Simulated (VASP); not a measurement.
Here is a VASP 6.6.1 calculation.

The input INCAR:

```
PREC = Accurate
ENCUT = 520
EDIFF = 1E-6
ISMEAR = -1
SIGMA = 0.02
LREAL = False
LASPH = True
NELM = 100
ALGO = Normal
ISIF = 2
LWAVE = False
LCHARG = False
GGA = PS
NBANDS = 16
```

The input KPOINTS:

```
Automatic mesh
0
Gamma
  11 11 4
```

Contents of POSCAR:

```
BN
1.0
    2.5039917043      0.0000000000      0.0000000000
   -1.2519958522      2.1685204268      0.0000000000
    0.0000000000      0.0000000000      6.7944240000
B N
2 2
Direct
    0.3333333333      0.6666666667      0.2500000000
    0.6666666667      0.3333333333      0.7500000000
    0.3333333333      0.6666666667      0.7500000000
    0.6666666667      0.3333333333      0.2500000000
```

Potentials or basis: VASP PAW PBE potentials, release 64 (B, N).

Run with:

```sh
$ cat potpaw_PBE.64/B/POTCAR potpaw_PBE.64/N/POTCAR > POTCAR
$ mpirun -np 1 vasp_std > vasp.out
```

(1) Estimate the pressure.

(2) What does it give for the band gap on the k mesh?

Answers

(1) 0.6 GPa.

(2) 4.26 eV, indirect (least direct gap 4.62 eV).

Caveat: the cell differs from its parent crystal (zz strain of +2 %); the PAW data sets were made with another functional, which shifts forces and pressure a little; this functional lacks dispersion, which binds the layers, so the pressure and a relaxed spacing across them are unreliable.
